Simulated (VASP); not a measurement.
## AlNi3: single point with PBEsol

The system is AlNi3.

```
Al Ni
1.0
     0.00000    2.74244    2.74244
     2.79841   -0.05597    2.79841
     2.79841    2.79841   -0.05597
Al Ni
1 3
Direct
  0.50000 0.50000 0.50000
  0.25000 0.25000 0.25000
  0.00000 0.00000 0.00000
  0.75000 0.75000 0.75000
```

This cell differs from its parent crystal: strain -0.0400 x Voigt [0, 0, 0, 1, 0, 0].

```json
{"Program": "VASP 6.6.1", "Task": "single point", "Functional": "PBEsol", "Potentials or basis": "VASP PAW PBE potentials, release 64 (Al, Ni)", "Cutoff": "520 eV", "k mesh": "14 × 14 × 14", "Occupations": "gaussian, width 0.15 eV", "Spin": "no spin polarisation"}
```

```
Pressure      : 0.5 GPa
Largest force : 0.041 eV/Å
```

Forces in eV/Å, atoms in the order of the input:
```
Al   0.000  0.000  0.000
Ni   0.041  0.000  0.000
Ni   0.000  0.000  0.000
Ni  -0.041  0.000  0.000
```

Stress tensor (GPa, compression positive):
```
0.63 0.00 0.00
0.00 0.40 6.10
0.00 6.10 0.40
```

Levels at points of the mesh, in eV from the Fermi level:
```tsv
k point	band 13	band 14	band 15	band 16	band 17	band 18	band 19	band 20
(0.00, 0.00, 0.00)	-0.57	-0.57	-0.52	-0.50	5.19	5.37	5.74	5.79
(0.50, 0.00, 0.00)	-0.72	-0.64	-0.49	-0.45	-0.14	4.19	4.23	4.69
(0.00, 0.50, 0.00)	-0.65	-0.58	-0.51	-0.47	-0.15	4.39	4.50	4.87
(0.50, 0.50, 0.00)	-1.06	-0.75	-0.60	-0.41	-0.36	-0.32	-0.04	4.28
(0.00, 0.50, 0.50)	-0.91	-0.76	-0.60	-0.38	-0.36	-0.33	-0.04	4.08
```

Wall time 4 min on 1 thread of Intel(R) Xeon(R) 6975P-C (Granite Rapids), on a shared host, peak memory 0.47 GiB.

Caveat: the cell differs from its parent crystal (strain -0.0400 x Voigt [0, 0, 0, 1, 0, 0]); the PAW data sets were made with another functional, which shifts forces and pressure a little. Spin polarisation is off, so any magnetic state and its effect on volume and gap are missing.
